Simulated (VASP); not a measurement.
**Co: single point with PBEsol+D4**

The system is Co.

```
Co
1.0
     2.44435    0.00000    0.00000
    -1.22218    2.11687    0.00000
     0.00000    0.00000    3.94813
Co
2
Direct
  0.33333 0.66667 0.25000
  0.66667 0.33333 0.75000
```

```
Program                : VASP 6.6.1
Task                   : single point
Functional             : PBEsol
Dispersion             : D4
Potentials or basis    : VASP PAW PBE potentials, release 64 (Co)
Cutoff                 : 600 eV
k mesh                 : 21 × 21 × 10
Occupations            : gaussian, width 0.1 eV
Spin                   : collinear spin, ferromagnetic start
Starting moments       : [1.73, 1.73] μB
Dipole correction      : no
Further INCAR settings : ALGO = Normal; EDIFF = 1e-06; NBANDS = 20
```

```json
{"Pressure": "-1.2 GPa", "Net moment": "3.09 μB per cell", "Site moments": "Co +1.55 μB", "Valence electrons inside the program's atomic spheres": "Co 8.40", "Dispersion energy per atom": "-0.260 eV"}
```

Stress tensor (GPa, compression positive):
```
-1.12  0.00  0.00
 0.00 -1.12  0.00
 0.00  0.00 -1.24
```

Levels at points of the mesh, in eV from the Fermi level:
Spin up:
```csv
k point,band 8,band 9,band 10,band 11,band 12,band 13
"(0.00, 0.00, 0.00)",-1.91,-1.91,-0.69,-0.69,-0.14,6.92
"(0.00, 0.00, 0.50)",-2.71,-1.03,-1.03,-1.03,-1.03,15.73
```
Spin down:
| k point | band 3 | band 4 | band 5 | band 6 | band 7 | band 8 | band 9 | band 10 | band 11 | band 12 |
| --- | --- | --- | --- | --- | --- | --- | --- | --- | --- | --- |
| (0.00, 0.00, 0.00) | -1.10 | -1.08 | -1.08 | -0.68 | -0.68 | -0.23 | -0.23 | -0.12 | 1.11 | 1.11 |
| (0.00, 0.00, 0.50) | -1.69 | -1.69 | -1.16 | -1.16 | -1.16 | -1.16 | 0.74 | 0.74 | 0.74 | 0.74 |

Run time: 7.2 min on 1 thread of Intel Xeon 8259CL (shared host), peak memory 0.31 GiB.

Caveat: the PAW data sets were made with another functional, which shifts forces and pressure a little; pairwise dispersion overbinds metals, which lowers pressure and volume.
